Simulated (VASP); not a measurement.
Set up this calculation in VASP 6.6.1, as the native input.

* Task: single point
* Functional: PBE
* Potentials or basis: VASP PAW PBE potentials, release 64 (Si, C)
* Cutoff: 600 eV
* k mesh: 9 × 9 × 9
* Occupations: fermi-dirac, width 0.05 eV
* Spin: no spin polarisation
* Dipole correction: no
* Further INCAR settings: ALGO = Normal; EDIFF = 1e-06; NBANDS = 11

The structure of SiC lies in POSCAR:

```
SiC
1.0
    0.0000000000      2.1784270000      2.1784270000
    2.1784270000      0.0000000000      2.1784270000
    2.1784270000      2.1784270000      0.0000000000
Si C
1 1
Direct
    0.0000000000      0.0000000000      0.0000000000
    0.2500000000      0.2500000000      0.2500000000
```

These files were run (other wordings do the same):

INCAR

```
SYSTEM = SiC
PREC = Accurate
ENCUT = 600
EDIFF = 1E-6
ISMEAR = -1
SIGMA = 0.05
LREAL = .False.
LASPH = .True.
NELM = 120
ALGO = Normal
ISIF = 2
LWAVE = .False.
LCHARG = .False.
GGA = PE
NBANDS = 11
GGA_COMPAT = .False.
```

KPOINTS

```
regular mesh
0
Gamma
  9 9 9
  0 0 0
```

Potentials or basis: VASP PAW PBE potentials, release 64 (Si, C).

The run is started by

```console
$ cat potpaw_PBE.64/Si/POTCAR potpaw_PBE.64/C/POTCAR > POTCAR
$ mpirun -np 1 vasp_std > vasp.out
```

Results of the run:

The pressure is 3.3 GPa and the band gap on the k mesh is 1.50 eV, indirect (least direct gap 4.62 eV).

It used 16 s of CPU time on 1 thread of AMD EPYC 7R13 Processor (Zen 3) (shared host).
